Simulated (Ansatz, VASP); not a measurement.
One calculation of Zr2PdN4, two programs

```
Zr Pd N
1.0
    -2.61434    2.61434    3.01594
     2.61434   -2.61434    3.01594
     2.61434    2.61434   -3.01594
Zr Pd N
2 1 4
Cartesian
  0.0000 2.6143 1.5080
  2.6143 0.0000 1.5080
  0.0000 0.0000 0.0000
  1.4014 1.4014 0.0000
  1.2129 -1.2129 3.0159
  1.2129 1.2129 3.0159
  -1.2129 1.2129 3.0159
```

Alike in both runs: functional PBE; k mesh 6 × 6 × 6; occupations gaussian, width 0.1 eV; no spin polarisation.

Ansatz relaxed the structure, and its values are those at the end. VASP's run is a single point on that final structure, the one shown.

|  | VASP | Ansatz |
| --- | --- | --- |
| version | VASP 6.6.1 | Ansatz 0.2.0 |
| potentials or method | VASP PAW PBE potentials, release 64 (Zr_sv, Pd, N), cutoff 520 eV | scalar-relativistic, plane waves, PAW |
| valence electrons in the cell | 54 | 62 |

|  | VASP | Ansatz | Ansatz less VASP |
| --- | --- | --- | --- |
| gap on the k mesh at the Fermi level (eV) | none | none | - |
| pressure (GPa) | 0.3 | 0.1 | -0.14 |
| rms of the force components (eV/Å) | 0.012 | 0.006 | -0.0062 |

A gap of «none» marks a metal or a gap that the smearing closes. VASP's potentials hold 54 valence electrons a cell and Ansatz's 62, so a difference there can come from the potentials and not from the codes.
